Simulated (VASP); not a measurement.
AlBH6: relaxation of cell and atoms with PBEsol

The system is AlBH6.

```
CELL_PARAMETERS angstrom
3.40357 0.00000 0.00000
0.00000 3.40357 0.00000
0.00000 0.00000 6.79461
ATOMIC_POSITIONS crystal
Al 0.00000 0.00000 0.00000
B 0.00000 0.00000 0.50000
H 0.50000 0.50000 0.00000
H 0.50000 0.50000 0.50000
H 0.50000 0.00000 0.25699
H 0.50000 0.00000 0.74301
H 0.00000 0.50000 0.25699
H 0.00000 0.50000 0.74301
```

```
Program                : VASP 6.6.1
Task                   : relaxation of cell and atoms
Functional             : PBEsol
Potentials or basis    : VASP PAW PBE potentials, release 64 (Al, B, H)
Cutoff                 : 600 eV
k mesh                 : 6 × 6 × 4
Occupations            : fermi-dirac, width 0.03 eV
Spin                   : no spin polarisation
Dipole correction      : no
Further INCAR settings : ALGO = Normal; EDIFF = 1e-06; IBRION = 2; EDIFFG = -0.01; NSW = 100; ISIF = 3
```

```
Relaxed volume                        : 4.85 Å³/atom
Relaxed cell                          : a = 2.892 Å, b = 2.892 Å, c = 4.637 Å, α = 90.00°, β = 90.00°, γ = 90.00°
Space group after relaxing (to 0.1 Å) : P4/mmm (No. 123)
Energy gained by relaxing             : 675.0 meV/atom
Ionic steps                           : 23
Pressure after relaxing               : 0.0 GPa
Largest force after relaxing          : 0.007 eV/Å
Band gap on the k mesh                : zero (bands 6 and 7 overlap by 6.29 eV)
```

Forces on the atoms (eV/Å):
```
Al   0.000  0.000  0.000
B    0.000  0.000  0.000
H    0.000  0.000  0.000
H    0.000  0.000  0.000
H    0.000  0.000  0.007
H    0.000  0.000 -0.007
H    0.000  0.000  0.007
H    0.000  0.000 -0.007
```

Stress tensor (GPa, compression positive):
```
 0.14  0.00  0.00
 0.00  0.14  0.00
 0.00  0.00 -0.18
```

Step by step:
```
step  energy change (eV)  largest force (eV/Å)  pressure (GPa)  volume (Å³)
   1              0.0000                0.1772          -21.66        78.71
   2             -1.9831                0.1392          -22.61        64.51
   3             -3.9078                0.6735           35.28        32.33
   4             -4.4228                0.1687          -11.63        44.74
   5             -4.6122                0.2726           -2.51        40.62
   6             -4.6185                0.2975           -0.08        39.79
   7             -4.6618                0.3375            0.04        39.60
   8             -4.8669                0.4642            0.16        39.00
   9             -5.2608                0.2804            3.50        37.69
  10             -4.4991                0.8254           25.68        34.57
  11             -5.2941                0.2348            5.33        37.17
  12             -5.2455                0.3206           11.56        35.92
  13             -5.3262                0.1827            7.19        36.77
  14             -5.3286                0.0201            9.12        36.35
  15             -5.3362                0.1274            8.10        36.56
  16             -5.3656                0.0592            5.44        37.26
  17             -5.3656                0.0705            5.30        37.30
  18             -5.3869                0.0084            2.98        37.92
  19             -5.3979                0.0643           -0.51        38.91
  20             -5.3981                0.0583           -0.17        38.80
  21             -5.3989                0.0515           -0.13        38.80
  22             -5.4000                0.0277           -0.05        38.79
  23             -5.4003                0.0073            0.03        38.78
```

Final structure:
```
Al B H
1.0
     2.89197    0.00000    0.00000
     0.00000    2.89197    0.00000
     0.00000    0.00000    4.63669
Al B H
1 1 6
Direct
  0.00000 0.00000 0.00000
  0.00000 0.00000 0.50000
  0.50000 0.50000 0.00000
  0.50000 0.50000 0.50000
  0.50000 0.00000 0.31219
  0.50000 0.00000 0.68781
  0.00000 0.50000 0.31219
  0.00000 0.50000 0.68781
```

Levels at points of the mesh, in eV from the Fermi level:
| k point | band 4 | band 5 | band 6 | band 7 | band 8 | band 9 |
| --- | --- | --- | --- | --- | --- | --- |
| (0.00, 0.00, 0.00) | -1.53 | 1.03 | 1.03 | 1.32 | 3.13 | 7.26 |
| (0.50, 0.00, 0.00) | -5.33 | -3.81 | -2.05 | 2.54 | 2.81 | 5.09 |
| (0.50, 0.50, 0.00) | -5.73 | -2.21 | -2.21 | -2.13 | -2.05 | 0.48 |
| (0.00, 0.00, 0.50) | -0.84 | 0.44 | 1.28 | 1.28 | 1.30 | 3.48 |
| (0.50, 0.00, 0.50) | -8.41 | 1.11 | 2.11 | 2.66 | 2.66 | 4.87 |
| (0.50, 0.50, 0.50) | -4.69 | -4.69 | -4.50 | -4.18 | -3.55 | 6.43 |

Run time: 11 min on 1 thread of Intel Xeon 8259CL (shared host), peak memory 0.23 GiB.

Caveat: the volume moved by over 15 % at a fixed basis, so the end points are rough; the PAW data sets were made with another functional, which shifts forces and pressure a little.
